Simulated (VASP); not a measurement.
Write the native input for VASP 6.6.1 that does the following.

```yaml
Task: single point
Functional: r2SCAN
Potentials_or_basis: VASP PAW PBE potentials, release 64 (Sn_d, Sb)
Cutoff: 520 eV
k_mesh: 12 × 12 × 12
Occupations: gaussian, width 0.1 eV
Spin: no spin polarisation
Dipole_correction: no
Further_INCAR_settings: ALGO = Normal; EDIFF = 1e-06; NBANDS = 19
```

SnSb2:

```
Sn Sb
1.0
     2.08558    1.20411    5.84746
    -2.08558    1.20411    5.84746
     0.00000   -2.40822    5.84746
Sn Sb
1 2
Direct
  0.00000 0.00000 0.00000
  0.77493 0.77493 0.77493
  0.22507 0.22507 0.22507
```

One way to write it, as run:

POSCAR

```
SnSb2
1.0
    2.0855818637      1.2041112504      5.8474645956
   -2.0855818637      1.2041112504      5.8474645956
    0.0000000000     -2.4082225008      5.8474645956
Sn Sb
1 2
Direct
    0.0000000000      0.0000000000      0.0000000000
    0.7749315349      0.7749315349      0.7749315349
    0.2250684651      0.2250684651      0.2250684651
```

INCAR.step1

```
SYSTEM = SnSb2
PREC = Accurate
ENCUT = 520
ISMEAR = 0
SIGMA = 0.1
LREAL = .False.
LASPH = .True.
NELM = 100
NBANDS = 19
GGA = PE
ALGO = Normal
EDIFF = 1E-4
LWAVE = .True.
LCHARG = .False.
```

INCAR.step2

```
SYSTEM = SnSb2
PREC = Accurate
ENCUT = 520
EDIFF = 1E-6
ISMEAR = 0
SIGMA = 0.1
LREAL = .False.
LASPH = .True.
NELM = 100
ALGO = Normal
ISIF = 2
LWAVE = .False.
LCHARG = .False.
METAGGA = R2SCAN
LMIXTAU = .True.
NBANDS = 19
ISTART = 1
```

KPOINTS

```
regular mesh
0
Gamma
  12 12 12
  0 0 0
```

Potentials or basis: VASP PAW PBE potentials, release 64 (Sn_d, Sb).

Run with:

```sh
$ cat potpaw_PBE.64/Sn_d/POTCAR potpaw_PBE.64/Sb/POTCAR > POTCAR
$ cp INCAR.step1 INCAR
$ mpirun -np 1 vasp_std > vasp.out
$ cp INCAR.step2 INCAR
$ mpirun -np 1 vasp_std > vasp.out
```

Results of the run:

```json
{
  "Pressure": "0.0 GPa",
  "Band gap on the k mesh": "zero (bands 12 and 13 overlap by 2.50 eV)"
}
```

Caveat: the PAW data sets were made with another functional, which shifts forces and pressure a little; spin-orbit coupling is left out, which moves the levels of the heavy elements.

Wall time 18 min on 1 thread of Intel(R) Xeon(R) Platinum 8488C (Sapphire Rapids), with other jobs on the host, peak memory 0.57 GiB.
